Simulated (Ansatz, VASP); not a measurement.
Si4Ru: VASP beside Ansatz

The input INCAR:

```
SYSTEM = Si4Ru
PREC = Accurate ; ENCUT = 520
EDIFF = 1E-6 ; ISMEAR = 0
SIGMA = 0.1 ; LREAL = .FALSE.
LASPH = .TRUE. ; NELM = 80
ALGO = Normal ; ISIF = 2
LWAVE = .FALSE. ; LCHARG = .FALSE.
GGA = PE ; NBANDS = 23
```

The input KPOINTS:

```
Automatic mesh
0
G
  4 4 4
  0 0 0
```

The input POSCAR:

```
Si4Ru
1.0
   -2.6654626400      2.6654626400      2.6654626400
    2.6654626400     -2.6654626400      2.6654626400
    2.6654626400      2.6654626400     -2.6654626400
Si Ru
4 1
Direct
    0.0000000000      0.0000000000      0.5000000000
    0.0000000000      0.5000000000      0.0000000000
    0.5000000000      0.0000000000      0.0000000000
    0.5000000000      0.5000000000      0.5000000000
    0.0000000000      0.0000000000      0.0000000000
```

Input for Ansatz:

```yaml
crystal:
  lattice:
    - [-2.66546264, 2.66546264, 2.66546264]
    - [2.66546264, -2.66546264, 2.66546264]
    - [2.66546264, 2.66546264, -2.66546264]
  atoms:
    - { symbol: Si, position: [0.0, 0.0, 0.5] }
    - { symbol: Si, position: [0.0, 0.5, 0.0] }
    - { symbol: Si, position: [0.5, 0.0, 0.0] }
    - { symbol: Si, position: [0.5, 0.5, 0.5] }
    - { symbol: Ru, position: [0.0, 0.0, 0.0] }
basis:
  ecutwfc: 420
kpoints:
  mp_grid: { grid: [4, 4, 4] }
hamiltonian:
  xc: pbe
scf:
  occupations: { method: gaussian, width: 0.1 }
  lower_state_search: "off"
output:
  forces: true
  stress: true
  eigenvalues: true
```

Change from the starting cell: species swapped into the CrGa4 type (Im-3m, No. 229).

Alike in both runs: task single point; functional PBE; k mesh 4 × 4 × 4; occupations gaussian, width 0.1 eV; no spin polarisation.

|  | VASP | Ansatz |
| --- | --- | --- |
| version | VASP 6.6.1 | Ansatz 0.2.0 |
| potentials or method | VASP PAW PBE potentials, release 64 (Si, Ru_pv), cutoff 520 eV | scalar-relativistic, plane waves, PAW |
| valence electrons in the cell | 30 | 32 |

```tsv
	VASP	Ansatz	Ansatz less VASP
gap on the k mesh at the Fermi level (eV)	none	none	-
pressure (GPa)	15.3	15.3	0.00
```

A gap of «none» marks a metal or a gap that the smearing closes. The functional is the same, so the differences come from potentials, cutoffs and numerics. VASP's potentials hold 30 valence electrons a cell and Ansatz's 32, so a difference there can come from the potentials and not from the codes.

The k mesh is coarse, so the values compare programs but aren't converged.
